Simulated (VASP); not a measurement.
Wanted: the native input for a VASP 6.6.1 run.

| Quantity | Value |
| --- | --- |
| Task | single point |
| Functional | PBE |
| Potentials or basis | VASP PAW PBE potentials, release 64 (Al, O, H) |
| Cutoff | 520 eV |
| k mesh | 5 × 5 × 1 |
| Occupations | gaussian, width 0.1 eV |
| Spin | collinear spin, ferromagnetic start |
| Starting moments | [0.0, 0.0, 0.0, 0.0, 0.0, 0.0, 0.0, 0.0, 0.0, 0.0, 0.0, 0.0, 1.0, 0.0] μB |
| Dipole correction | yes |
| Further INCAR settings | ALGO = Normal; EDIFF = 1e-06; NBANDS = 38 |

The structure of Al12HO lies in POSCAR:

```
Al12HO
1.0
    5.7143028096      0.0000000000      0.0000000000
    0.0000000000      5.7143028096      0.0000000000
    0.0000000000      0.0000000000     22.1750227687
Al O H
12 1 1
Direct
    0.2500000000      0.2500000000      0.1803831293
    0.2500000000      0.7500000000      0.1803831293
    0.7500000000      0.2500000000      0.1803831293
    0.7500000000      0.7500000000      0.1803831293
    0.0000000000      0.0000000000      0.2744094920
    0.0000000000      0.5000000000      0.2744094920
    0.5000000000      0.0000000000      0.2744094920
    0.5000000000      0.5000000000      0.2744094920
    0.2500000000      0.2500000000      0.3686590473
    0.2500000000      0.7500000000      0.3686590473
    0.7500000000      0.2500000000      0.3686590473
    0.7500000000      0.7500000000      0.3686590473
    0.5000000000      0.5000000000      0.3659533004
    0.5618716583      0.5618716583      0.4050073935
```

One way to write it, as run:

INCAR

```
SYSTEM = Al12HO
PREC = Accurate
ENCUT = 520
EDIFF = 1E-6
ISMEAR = 0
SIGMA = 0.1
LREAL = .False.
LASPH = .True.
NELM = 150
ALGO = Normal
ISIF = 2
LWAVE = .False.
LCHARG = .False.
ISPIN = 2
MAGMOM = 0 0 0 0 0 0 0 0 0 0 0 0 1 0
LORBIT = 11
LDIPOL = .True.
IDIPOL = 3
DIPOL = 0.5 0.5 0.290
GGA = PE
NBANDS = 38
```

KPOINTS

```
Automatic mesh
0
Gamma
  5 5 1
  0 0 0
```

Potentials or basis: VASP PAW PBE potentials, release 64 (Al, O, H).

The run is started by

```bash
$ cat potpaw_PBE.64/Al/POTCAR potpaw_PBE.64/O/POTCAR potpaw_PBE.64/H/POTCAR > POTCAR
$ mpirun -np 1 vasp_std > vasp.out
```

Results of the run:

```json
{
  "Largest force": "4.090 eV/Å",
  "Net moment": "0.00 μB per cell",
  "Valence electrons inside the program's atomic spheres": "Al 0.76, 0.77, 0.75, 0.79 (each value once); O 5.24; H 0.72"
}
```

Run time: 33 min on 1 thread of Oxide Virtual Turin-like Processor, with other jobs on the host, peak memory 1 GiB.
